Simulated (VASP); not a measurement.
Write the native input for VASP 6.6.1 that does the following.

| Quantity | Value |
| --- | --- |
| Task | single point |
| Functional | LDA |
| Potentials or basis | VASP PAW LDA potentials, release 64 (Se) |
| Cutoff | 520 eV |
| k mesh | 5 × 5 × 5 |
| Occupations | fermi-dirac, width 0.05 eV |
| Spin | non-collinear spin, zero start, spin-orbit coupling |
| Starting moments | [[0.0, 0.0, 0.0], [0.0, 0.0, 0.0], [0.0, 0.0, 0.0]] μB |
| Dipole correction | no |
| Further INCAR settings | ALGO = Normal; EDIFF = 1e-07; NBANDS = 31 |

The structure of Se lies in POSCAR:

```
Se
1.0
    4.3662000000      0.0000000000      0.0000000000
   -2.1831000000      3.7812401180      0.0000000000
    0.0000000000      0.0000000000      4.9536000000
Se
3
Direct
    0.7746000000      0.7746000000      0.0000000000
    0.0000000000      0.2254000000      0.6666666667
    0.2254000000      0.0000000000      0.3333333333
```

One way to write it, as run:

INCAR

```
SYSTEM = Se
PREC = Accurate
ENCUT = 520
EDIFF = 1E-7
ISMEAR = -1
SIGMA = 0.05
LREAL = .False.
LASPH = .True.
NELM = 150
ALGO = Normal
ISIF = 2
LWAVE = .False.
LCHARG = .False.
MAGMOM = 0 0 0 0 0 0 0 0 0
LORBIT = 11
LSORBIT = .True.
GGA_COMPAT = .False.
LORBMOM = .True.
GGA = CA
NBANDS = 31
```

KPOINTS

```
regular mesh
0
Gamma
  5 5 5
  0 0 0
```

Potentials or basis: VASP PAW LDA potentials, release 64 (Se).

Launch:

```bash
$ cat potpaw_LDA.64/Se/POTCAR > POTCAR
$ mpirun -np 1 vasp_ncl > vasp.out
```

It gave:

The pressure is -1.0 GPa. The largest force is 0.279 eV/Å and the net moment is 0.00 μB per cell. The valence electrons inside the program's atomic spheres are Se 3.75.

Run time: 71 s on 1 thread of Intel(R) Xeon(R) Platinum 8488C (Sapphire Rapids) (shared host), peak memory 0.31 GiB.
